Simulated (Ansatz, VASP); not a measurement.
GaN: VASP beside Ansatz

INCAR

```
  ALGO = Normal
  EDIFF = 1E-6
  ENCUT = 520
  GGA = PS
  ISIF = 2
  ISMEAR = 0
  LASPH = T
  LCHARG = F
  LREAL = F
  LWAVE = F
  NBANDS = 16
  NELM = 100
  PREC = Accurate
  SIGMA = 0.02
```

KPOINTS

```
k-points
0
Gamma
  10 10 10
```

The input POSCAR:

```
GaN
1.0
   -0.0192674302      2.3867951684      2.3218267459
    2.2945593886      0.0473235128      2.2552358030
    2.3183338200      2.3439786569      0.0235490813
Ga N
1 1
Direct
   -0.0019991120      0.0113445720     -0.0040137553
    0.7519991120      0.7386554280      0.7540137553
```

Input for Ansatz:

```yaml
crystal:
  lattice:
    - [-0.0192674302, 2.3867951684, 2.3218267459]
    - [2.2945593886, 0.0473235128, 2.255235803]
    - [2.31833382, 2.3439786569, 0.0235490813]
  atoms:
    - { symbol: Ga, position: [-0.001999112, 0.011344572, -0.0040137553] }
    - { symbol: "N", position: [0.751999112, 0.738655428, 0.7540137553] }
basis:
  ecutwfc: 420
kpoints:
  mp_grid: { grid: [10, 10, 10] }
hamiltonian:
  xc: pbesol
scf:
  occupations: { method: gaussian, width: 0.02 }
output:
  forces: true
  stress: true
  eigenvalues: true
```

Change from the starting cell: all atoms moved at random, cell strained at random.

Alike in both runs: task single point; functional PBEsol; k mesh 10 × 10 × 10; occupations gaussian, width 0.02 eV; no spin polarisation.

|  | VASP | Ansatz |
| --- | --- | --- |
| version | VASP 6.6.1 | Ansatz 0.2.0 |
| potentials or method | VASP PAW PBE potentials, release 64 (Ga_d, N), cutoff 520 eV | scalar-relativistic, plane waves, PAW |
| valence electrons in the cell | 18 | 18 |

|  | VASP | Ansatz | Ansatz less VASP |
| --- | --- | --- | --- |
| gap on the k mesh at the Fermi level (eV) | 1.11 | 1.09 | -0.012 |
| least direct gap on the mesh (eV) | 1.11 | 1.09 | -0.012 |
| pressure (GPa) | -11.7 | -11.6 | +0.10 |
| traceless stress, the component that is largest in VASP (GPa) | -7.22 | -7.27 | -0.048 |
| rms of the force components (eV/Å) | 0.542 | 0.552 | +0.0094 |

VASP's potentials were made for PBE, not for PBEsol. Atom by atom the forces differ by 0.010 eV/Å (rms over components).
